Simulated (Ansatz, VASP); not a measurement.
## CdGa2O3: VASP beside Ansatz

```xyz
6
Lattice="2.8739 0.0000 0.0000 0.0000 2.8739 0.0000 0.0000 0.0000 8.5851" Properties=species:S:1:pos:R:3 pbc="T T T"
Cd    0.0000    0.0000    0.0000
Ga    0.0000    0.0000    2.8877
Ga    0.0000    0.0000    5.6974
O     1.4369    1.4369    1.5115
O     1.4369    1.4369    4.2926
O     1.4369    1.4369    7.0736
```

Change from the starting cell: species swapped into the Al3Ni2Pt type (P4/mmm, No. 123).

Alike in both runs: functional PBE; k mesh 6 × 6 × 2; occupations gaussian, width 0.1 eV; no spin polarisation.

Ansatz relaxed the structure, and its values are those at the end. VASP's run is a single point on that final structure, the one shown.

|  | VASP | Ansatz |
| --- | --- | --- |
| version | VASP 6.6.1 | Ansatz 0.2.0 |
| potentials or method | VASP PAW PBE potentials, release 64 (Cd, Ga_d, O), cutoff 520 eV | scalar-relativistic, plane waves, PAW |
| valence electrons in the cell | 56 | 64 |

```tsv
	VASP	Ansatz	Ansatz less VASP
gap on the k mesh at the Fermi level (eV)	none	none	-
pressure (GPa)	0.7	0.1	-0.57
rms of the force components (eV/Å)	0.017	0.004	-0.0127
```

A gap of «none» marks a metal or a gap that the smearing closes. VASP's potentials hold 56 valence electrons a cell and Ansatz's 64, so a difference there can come from the potentials and not from the codes.

The k mesh is coarse, so the values compare programs but aren't converged.
